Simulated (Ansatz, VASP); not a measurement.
**One calculation of TiO2, two programs**

```
Ti O
1.0
     0.00000    2.39683    2.39683
     2.39683    0.00000    2.39683
     2.39683    2.39683    0.00000
Ti O
1 2
Direct
  0.00000 0.00000 0.00000
  0.25000 0.25000 0.25000
  0.75000 0.75000 0.75000
```

Alike in both runs: task single point; functional r2SCAN; k mesh 6 × 6 × 6; occupations methfessel-paxton of order 1, width 0.2 eV; no spin polarisation.

```csv
,VASP,Ansatz
version,VASP 6.6.1,Ansatz 0.2.0
potentials or method,"VASP PAW PBE potentials, release 64 (Ti_sv, O)",plane waves
plane-wave cutoff (eV),520,500
valence electrons in the cell,24,24
```

VASP gave:

```
pressure (GPa) : 1.5
```

Task: Which values does Ansatz return?

Result: Pressure (GPa): 0.0.

VASP's potentials were made for PBE, not for r2SCAN. With one functional, cell and mesh, what is left measures potentials, basis and numerics.
